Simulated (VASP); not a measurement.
Set up this calculation in VASP 6.6.1, as the native input.

* Task: single point
* Functional: LDA
* Potentials or basis: VASP PAW LDA potentials, release 64 (W_sv, S)
* Cutoff: 500 eV
* k mesh: 8 × 8 × 2
* Occupations: gaussian, width 0.05 eV
* Spin: collinear spin
* Starting moments: [1.25, 1.25, 0.16, 0.16, 0.16, 0.16] μB
* Fixed moment: 4.4 μB
* Hubbard terms: W d U = 2.0 eV
* Dipole correction: no
* Further INCAR settings: ALGO = Normal; EDIFF = 1e-06; NBANDS = 39

The structure of WS2 lies in POSCAR:

```
WS2
1.0
    3.1799994900      0.0000000000      0.0000000000
   -1.5899997400      2.7539603400      0.0000000000
    0.0000000000      0.0000000000     12.4999993200
W S
2 4
Direct
    0.3333333333      0.6666666667      0.2500000000
    0.6666666667      0.3333333333      0.7500000000
    0.3333333333      0.6666666667      0.6200000000
    0.6666666667      0.3333333333      0.1200000000
    0.3333333333      0.6666666667      0.8800000000
    0.6666666667      0.3333333333      0.3800000000
```

These files were run (other wordings do the same):

INCAR

```
SYSTEM = WS2
PREC = Accurate
ENCUT = 500
EDIFF = 1E-6
ISMEAR = 0
SIGMA = 0.05
LREAL = .False.
LASPH = .True.
NELM = 200
ALGO = Normal
ISIF = 2
LWAVE = .False.
LCHARG = .False.
ISPIN = 2
MAGMOM = 1.25 1.25 0.16 0.16 0.16 0.16
LORBIT = 11
NUPDOWN = 4.4
LMAXMIX = 4
LDAU = .True.
LDAUTYPE = 2
LDAUL = 2 -1
LDAUU = 2 0
LDAUJ = 0 0
LDAUPRINT = 1
NBANDS = 39
GGA_COMPAT = .False.
```

KPOINTS

```
Automatic mesh
0
Gamma
  8 8 2
  0 0 0
```

Potentials or basis: VASP PAW LDA potentials, release 64 (W_sv, S).

Launch:

```sh
$ cat potpaw_LDA.64/W_sv/POTCAR potpaw_LDA.64/S/POTCAR > POTCAR
$ mpirun -np 1 vasp_std > vasp.out
```

Results of the run:

```yaml
Pressure: 2.4 GPa
Largest_force: 0.201 eV/Å
Net_moment: 4.40 μB per cell
Site_moments: W +1.34; S +0.15 μB
Valence_electrons_inside_the_program's_atomic_spheres: W 11.98; S 3.69
```

Caveat: the moment is held away from its start; the stress differs along the axes, from -3 to 5 GPa; the total moment is fixed, so each spin has its own Fermi level and the state may be an excited one.

It took 3.5 min on 1 thread of Oxide Virtual Turin-like Processor, on a shared host, peak memory 0.23 GiB.
